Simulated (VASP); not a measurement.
Here is a VASP 6.6.1 calculation.

Contents of INCAR:

```
SYSTEM = Ag
PREC = Accurate
ENCUT = 520
EDIFF = 1E-6
ISMEAR = -1
SIGMA = 0.05
LREAL = .FALSE.
LASPH = .TRUE.
NELM = 60
ALGO = Normal
ISIF = 2
LWAVE = .FALSE.
LCHARG = .TRUE.
LELF = .TRUE.
LVHAR = .TRUE.
NBANDS = 12
```

The input KPOINTS:

```
regular mesh
0
G
  11 11 11
  0 0 0
```

The input POSCAR:

```
Ag
1.0
   -1.6218556592      1.6218556592      1.6218556592
    1.6218556592     -1.6218556592      1.6218556592
    1.6218556592      1.6218556592     -1.6218556592
Ag
1
Direct
    0.0000000000      0.0000000000      0.0000000000
```

Potentials or basis: VASP PAW LDA potentials, release 64 (Ag).

Run with:

```sh
$ cat potpaw_LDA.64/Ag/POTCAR > POTCAR
$ mpirun -np 1 vasp_std > vasp.out
```

(1) Estimate the pressure.

Results:

(1) -6.3 GPa.
